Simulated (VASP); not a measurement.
# PtSe2 (P-3m1) in VASP: a series of runs

The runs below take PtSe2 through single point, with PBE.

Everything below comes from runs of VASP 6.6.1. Logs are shortened: lines on timing, memory, paths and dates and some standing lists are left out, and cuts for length are marked.

**1. The cell of the first run**

Symmetry: P-3m1, No. 164, trigonal system. Conventional cell: a = 3.752 Å, b = 3.752 Å, c = 5.065 Å, α = 90.00°, β = 90.00°, γ = 120.00°. Pt (site symmetry -3m) has 6 Se at 2.53 Å within 3.3 Å. Within 3.4 Å of Se (site symmetry 3m) lie 3 Pt at 2.53 Å and 6 Se at 3.28 to 3.38 Å.

**2. Single point, PBE (20.59 Å³/atom)**

INCAR

```
SYSTEM = PtSe2
  PREC = Accurate
  ENCUT = 520
  EDIFF = 1E-7
  ISMEAR = -1
  SIGMA = 0.05
  LREAL = .FALSE.
  LASPH = .TRUE.
  NELM = 60
  ALGO = Normal
  ISIF = 2
  LWAVE = .FALSE.
  LCHARG = .FALSE.
  GGA = PE
  NBANDS = 18
```

KPOINTS

```
regular mesh
0
G
  14 14 9
  0 0 0
```

POSCAR

```
PtSe2
1.0
    3.7524881367      0.0000000000      0.0000000000
   -1.8762440683      3.2497500538      0.0000000000
    0.0000000000      0.0000000000      5.0646208386
Pt Se
1 2
Direct
    0.0000000000      0.0000000000      0.0000000000
    0.3333333333      0.6666666667      0.2564852716
    0.6666666667      0.3333333333      0.7435147284
```

Potentials or basis: VASP PAW PBE potentials, release 64 (Pt, Se).

The run is started by

```
> cat potpaw_PBE.64/Pt/POTCAR potpaw_PBE.64/Se/POTCAR > POTCAR
> mpirun -np 1 vasp_std > vasp.out
```

OUTCAR:

```text
SYSTEM = PtSe2
   PREC = Accurate
   ENCUT = 520
   EDIFF = 1E-7
   ISMEAR = -1
   LREAL = .FALSE.
   LASPH = .TRUE.
   NELM = 60
   ISIF = 2
   GGA = PE

 ion  position               nearest neighbor table
   1  0.000  0.000  0.000-   2 2.53   3 2.53   2 2.53   3 2.53   3 2.53   2 2.53
   2  0.333  0.667  0.256-   1 2.53   1 2.53   1 2.53
   3  0.667  0.333  0.744-   1 2.53   1 2.53   1 2.53

  LATTYP: Found a hexagonal cell.
 ALAT       =     3.7524881367
 C/A-ratio  =     1.3496700467

  Lattice vectors:

 A1 = (   3.7524881367,   0.0000000000,   0.0000000000)
 A2 = (  -1.8762440683,   3.2497500538,   0.0000000000)
 A3 = (   0.0000000000,   0.0000000000,   5.0646208386)

Analysis of symmetry for initial positions (statically):
=====================================================================
 Subroutine PRICEL returns:
 Original cell was already a primitive cell.

 Routine SETGRP: Setting up the symmetry group for a
 hexagonal supercell.

 Subroutine GETGRP returns: Found 12 space group operations
 (whereof 12 operations were pure point group operations)
 out of a pool of 24 trial point group operations.

The static configuration has the point symmetry D_3d.

Analysis of symmetry for dynamics (positions and initial velocities):
=====================================================================
 Subroutine PRICEL returns:
 Original cell was already a primitive cell.

 Routine SETGRP: Setting up the symmetry group for a
 hexagonal supercell.

 Subroutine GETGRP returns: Found 12 space group operations
 (whereof 12 operations were pure point group operations)
 out of a pool of 24 trial point group operations.

The dynamic configuration has the point symmetry D_3d.

 Subroutine INISYM returns: Found 12 space group operations
 (whereof 12 operations are pure point group operations),
 and found     1 'primitive' translations

----------------------------------------------------------------------------------------

                                     Primitive cell

  volume of cell :      61.7613

  direct lattice vectors                    reciprocal lattice vectors
     3.752488137  0.000000000  0.000000000     0.266489850  0.153857987  0.000000000
    -1.876244068  3.249750054  0.000000000     0.000000000  0.307715973  0.000000000
     0.000000000  0.000000000  5.064620839     0.000000000  0.000000000  0.197448147

  length of vectors
     3.752488137  3.752488137  5.064620839     0.307715973  0.307715973  0.197448147

  position of ions in fractional coordinates (direct lattice)
     0.000000000  0.000000000  0.000000000
     0.333333333  0.666666667  0.256485272
     0.666666667  0.333333333  0.743514728

  ion indices of the primitive-cell ions
   primitive index   ion index
                 1           1
                 2           2
                 3           3

----------------------------------------------------------------------------------------

 KPOINTS: regular mesh

Automatic generation of k-mesh.
 Grid dimensions read from file:
 generate k-points for:   14   14    9

 Generating k-lattice:

  Cartesian coordinates                     Fractional coordinates (reciprocal lattice)
     0.019034989  0.010989856  0.000000000     0.071428571  0.000000000  0.000000000
     0.000000000  0.021979712  0.000000000     0.000000000  0.071428571  0.000000000
     0.000000000  0.000000000  0.021938683     0.000000000  0.000000000  0.111111111

  Length of vectors
     0.021979712  0.021979712  0.021938683

  Shift w.r.t. Gamma in fractional coordinates (k-lattice)
     0.000000000  0.000000000  0.000000000

 Subroutine IBZKPT returns following result:
 ===========================================

 Found    184 irreducible k-points:

 Following reciprocal coordinates:
            Coordinates               Weight
  0.000000  0.000000  0.000000      1.000000
  0.071429  0.000000  0.000000      6.000000
  0.142857  0.000000  0.000000      6.000000
  0.214286 -0.000000  0.000000      6.000000
  0.285714 -0.000000  0.000000      6.000000
  0.357143  0.000000  0.000000      6.000000
[... 16 lines left out ...]
  0.285714  0.285714  0.000000      6.000000
  0.357143  0.285714  0.000000      6.000000
 [... further k-points ...]
   k-points           NKPTS =    184   k-points in BZ     NKDIM =    184   number of bands    NBANDS=     18
   number of dos      NEDOS =    301   number of ions     NIONS =      3
   total plane-waves  NPLWV =  31360
   dimension x,y,z NGX =    28 NGY =   28 NGZ =   40
   dimension x,y,z NGXF=    56 NGYF=   56 NGZF=   80
   ions per type =               1   2
   NGX,Y,Z   is equivalent  to a cutoff of  12.40, 12.40, 13.13 a.u.
   NGXF,Y,Z  is equivalent  to a cutoff of  24.81, 24.81, 26.26 a.u.
 SYSTEM =  PtSe2
   PREC   = accura    normal or accurate (medium, high low for compatibility)
   ISTART =      0    job   : 0-new  1-cont  2-samecut
   ICHARG =      2    charge: 1-file 2-atom 10-const
   ISPIN  =      1    spin polarized calculation?
   LNONCOLLINEAR =      F non collinear calculations
   LSORBIT =      F    spin-orbit coupling
   LASPH  =      T    aspherical Exc in radial PAW
   ENCUT  =  520.0 eV  38.22 Ry    6.18 a.u.   6.98  6.98  9.42*2*pi/ulx,y,z
   NELM   =     60;   NELMIN=  2; NELMDL= -5     # of ELM steps
   EDIFF  = 0.1E-06   stopping-criterion for ELM
   LREAL  =      F    real-space projection
   EDIFFG = 0.1E-05   stopping-criterion for IOM
   NSW    =      0    number of steps for IOM
   IBRION =     -1    ionic relax: 0-MD 1-quasi-New 2-CG
   NFREE  =      0    steps in history (QN), initial steepest desc. (CG)
   ISIF   =      2    stress and relaxation
   ISYM   =      2    0-nonsym 1-usesym 2-fastsym
   POTIM  = 0.5000    time-step for ionic-motion
   TEBEG  =    0.0;   TEEND  =   0.0 temperature during run
   PSTRESS=    0.0 pullay stress
   NELECT =      22.0000    total number of electrons
   NUPDOWN=      -1.0000    fix difference up-down
   EMIN   =  10.00;   EMAX   =-10.00  energy-range for DOS
   EFERMI =   0.00;   METHOD = LEGACY
   ISMEAR =    -1;   SIGMA  =   0.05  broadening in eV -4-tet -1-fermi 0-gaus
   EFERMI_NEDOS =   21; number of points for ismear=-14 and -15
   IALGO  =     38    algorithm
   IMIX   =      4    mixing-type and parameters
     AMIX     =   0.40;   BMIX     =  1.00
     AMIX_MAG =   1.60;   BMIX_MAG =  1.00
  volume/ion in A,a.u.               =      20.59       138.93
  Fermi-wavevector in a.u.,A,eV,Ry     =   1.160496  2.193019 18.323659  1.346751
  Thomas-Fermi vector in A             =   2.297078
   LORBIT       =      0    0 simple, 1 ext, 2 COOP (PROOUT), +10 PAW based schemes
   GGA     = PE    functional components
   LHFCALC =     F    Hartree Fock is set to
   AEXX    =    0.0000 exact exchange contribution
   IVDW    =     0    specifies the selected vdW correction
   LEPSILON=     F    determine dielectric tensor
   LRPA    =     F    only Hartree local field effects (RPA)
 non-spin polarized calculation
  energy-cutoff  :      520.00
  volume of cell :       61.76
 maximum number of plane-waves:      1681
   NGX = 13   NGY = 13   NGZ = 19

 number of electron      21.9999998 magnetization

 Free energy of the ion-electron system (eV)
  ---------------------------------------------------
  ext. energy  EPLUGINS =         0.00000000
  ---------------------------------------------------
  free energy    TOTEN  =       -14.24066695 eV

  energy without entropy =      -14.23485703  energy(sigma->0) =      -14.23776199

 E-fermi :   6.2657     XC(G=0): -10.5841

 val. band max:        6.2390692602   @ k =  -0.0714   0.3571   0.2222
 cond. band min:       6.2685456213   @ k =   0.3571   0.2857   0.0000
 fundamental gap:      0.0294763611
 Fermi energy:         6.2657472968

 k-point     1 :       0.0000    0.0000    0.0000
  band No.  band energies     occupation
      1      -9.1872      2.00000
      2      -6.4891      2.00000
      3      -0.7336      2.00000
      4       0.1188      2.00000
      5       0.1188      2.00000
      6       2.4616      2.00000
[... 10 lines left out ...]
     17      13.6136      0.00000
     18      18.1168      0.00000

 k-point     2 :       0.0714    0.0000    0.0000
  band No.  band energies     occupation
      1      -9.1324      2.00000
      2      -6.5122      2.00000
      3      -0.6654      2.00000
      4       0.1539      2.00000
      5       0.1579      2.00000
      6       2.3893      2.00000
[... 10 lines left out ...]
     17      13.7932      0.00000
     18      17.0414      0.00000

 k-point     3 :       0.1429    0.0000    0.0000
  band No.  band energies     occupation
      1      -8.9719      2.00000
      2      -6.5782      2.00000
      3      -0.4674      2.00000
      4       0.2532      2.00000
      5       0.2750      2.00000
      6       2.1213      2.00000
[... 10 lines left out ...]
     17      14.2545      0.00000
     18      15.7197      0.00000

 k-point     4 :       0.2143   -0.0000    0.0000
  band No.  band energies     occupation
      1      -8.7187      2.00000
      2      -6.6785      2.00000
      3      -0.1688      2.00000
      4       0.3969      2.00000
      5       0.4682      2.00000
      6       1.5701      2.00000
[... 375 lines left out ...]
      4       0.4310      2.00000
      5       0.8562      2.00000
      6       1.4784      2.00000
[... 10 lines left out ...]
     17      15.3380      0.00000
     18      16.2099      0.00000

 k-point    23 :       0.2857    0.2857    0.0000
  band No.  band energies     occupation
      1      -7.4432      2.00000
      2      -7.1499      2.00000
      3      -0.3856      2.00000
      4       0.4622      2.00000
      5       0.5072      2.00000
      6       1.6320      2.00000
[... 10 lines left out ...]
     17      15.2591      0.00000
     18      16.0692      0.00000

 k-point    24 :       0.3571    0.2857    0.0000
  band No.  band energies     occupation
      1      -7.3104      2.00000
      2      -7.2294      2.00000
      3      -0.4490      2.00000
      4       0.3766      2.00000
      5       0.4823      2.00000
      6       1.6340      2.00000
[... 10 lines left out ...]
     17      15.0002      0.00000
     18      16.5987      0.00000

 [... further k-points ...]

------------------------ aborting loop because EDIFF is reached ----------------------------------------

  FORCE on cell =-STRESS in cart. coord.  units (eV):
  Direction    XX          YY          ZZ          XY          YZ          ZX
  --------------------------------------------------------------------------------------
  -------------------------------------------------------------------------------------
  Total        1.2767239      1.2767239      0.7912797      0.0000000      0.0000000      0.0000000
  in kB       33.1200767     33.1200767     20.5269479      0.0000000      0.0000000      0.0000000
  external PRESSURE =      28.9223671 kB  Pullay stress =       0.0000000 kB

 VOLUME and BASIS-vectors are now :
 -----------------------------------------------------------------------------
  energy-cutoff  :      520.00
  volume of cell :       61.76
      direct lattice vectors                 reciprocal lattice vectors
     3.752488137  0.000000000  0.000000000     0.266489850  0.153857987  0.000000000
    -1.876244068  3.249750054  0.000000000     0.000000000  0.307715973  0.000000000
     0.000000000  0.000000000  5.064620839     0.000000000  0.000000000  0.197448147

 POSITION                                       TOTAL-FORCE (eV/Angst)
 -----------------------------------------------------------------------------------
      0.00000      0.00000      0.00000         0.000000      0.000000      0.000000
     -0.00000      2.16650      1.29900         0.000000      0.000000      0.006243
      1.87624      1.08325      3.76562        -0.000000      0.000000     -0.006243
 -----------------------------------------------------------------------------------
    total drift:                               -0.000000      0.000000      0.000000

  FREE ENERGIE OF THE ION-ELECTRON SYSTEM (eV)
  ---------------------------------------------------
  free  energy   TOTEN  =       -14.2406669482 eV

  energy  without entropy=      -14.2348570329  energy(sigma->0) =      -14.23776199
```

It took 76 s on 1 thread of Intel Xeon 6975P-C (Granite Rapids), shared host; peak memory 0.33 GiB.

What came out:

```
Free energy            : -14.2407 eV
Pressure               : 2.9 GPa
Largest force          : 0.006 eV/Å
Band gap on the k mesh : zero (bands 11 and 12 overlap by 0.54 eV)
```

Forces in eV/Å, atoms in the order of the input:
```
Pt   0.000  0.000  0.000
Se   0.000  0.000  0.006
Se   0.000  0.000 -0.006
```

Caveat: spin-orbit coupling is left out, which moves the levels of the heavy elements.

**3. Single point, PBE (z stretched by +2 %, then relaxed in part)**

INCAR

```
ALGO = Normal
EDIFF = 1E-6
ENCUT = 520
GGA = PE
ISIF = 2
ISMEAR = -1
LASPH = True
LCHARG = False
LREAL = False
LWAVE = False
NBANDS = 18
NELM = 60
PREC = Accurate
SIGMA = 0.05
```

KPOINTS

```
k-points
0
Gamma
  14 14 9
```

POSCAR

```
PtSe2
1.0
    3.7278000000      0.0000000000      0.0000000000
   -1.8639000000      3.2283695002      0.0000000000
    0.0000000000      0.0000000000      5.1319260000
Pt Se
1 2
Direct
    0.0000000000      0.0000000000      0.0000000000
    0.3333333333      0.6666666667      0.2559590550
    0.6666666667      0.3333333333      0.7440409450
```

Potentials or basis: VASP PAW PBE potentials, release 64 (Pt, Se).

The run is started by

```
> cat potpaw_PBE.64/Pt/POTCAR potpaw_PBE.64/Se/POTCAR > POTCAR
> mpirun -np 1 vasp_std > vasp.out
```

It took 60 s on 1 thread of Intel Xeon 6975P-C (Granite Rapids), shared host; peak memory 0.33 GiB.

The run converged. Its results:

| Quantity | Value |
| --- | --- |
| Free energy | -14.2314 eV |
| Pressure | 3.6 GPa |
| Largest force | 0.004 eV/Å |
| Band gap on the k mesh | zero (bands 11 and 12 overlap by 0.50 eV) |

Forces on the atoms (eV/Å):
```
Pt   0.000  0.000  0.000
Se   0.000  0.000 -0.004
Se   0.000  0.000  0.004
```

Stress tensor (GPa, compression positive):
```
4.40 0.00 0.00
0.00 4.40 0.00
0.00 0.00 2.01
```

Levels at points of the mesh, in eV from the Fermi level:
| k point | band 8 | band 9 | band 10 | band 11 | band 12 | band 13 | band 14 | band 15 |
| --- | --- | --- | --- | --- | --- | --- | --- | --- |
| (0.00, 0.00, 0.00) | -2.59 | -0.95 | -0.95 | 0.45 | 1.37 | 1.37 | 3.72 | 4.10 |
| (0.50, 0.00, 0.00) | -3.33 | -3.30 | -3.25 | -2.89 | 0.62 | 2.27 | 4.84 | 5.82 |

Caveat: the cell differs from its parent crystal (z stretched by +2 %, then relaxed in part); the cell stands under pressure; spin-orbit coupling is left out, which moves the levels of the heavy elements.
